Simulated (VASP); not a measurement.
The system is W.

```xyz
1
Lattice="-1.5823 1.5823 1.5823 1.5823 -1.5823 1.5823 1.5823 1.5823 -1.5823" Properties=species:S:1:pos:R:3 pbc="T T T"
W     0.0000    0.0000    0.0000
```

```yaml
Program: VASP 6.6.1
Task: relaxation of cell and atoms
Functional: PBE
Potentials_or_basis: VASP PAW PBE potentials, release 64 (W_sv)
Cutoff: 500 eV
k_mesh: 15 × 15 × 15
Occupations: fermi-dirac, width 0.15 eV
Spin: no spin polarisation
```

At the start: pressure 6.4 GPa; volume 15.85 Å³/atom.

**Question.** How do energy, volume and symmetry change on relaxing?

**Answer.** Over 4 steps the energy falls by 6.2 meV/atom and the volume is 16.17 Å³/atom (+2.0 %); space group Im-3m (No. 229, to 0.1 Å) before and after.

The path:
```
step  energy change (eV)  largest force (eV/Å)  pressure (GPa)  volume (Å³)
   1              0.0000                0.0000            6.35        15.85
   2              0.0644                0.0000          -18.27        17.33
   3             -0.0062                0.0000           -0.18        16.18
   4             -0.0062                0.0000           -0.01        16.17
```

Final structure:
```yaml
crystal:
  lattice:
    - [-1.59294, 1.59294, 1.59294]
    - [1.59294, -1.59294, 1.59294]
    - [1.59294, 1.59294, -1.59294]
  atoms:
    - { symbol: W, position: [0.00000, 0.00000, 0.00000] }
```
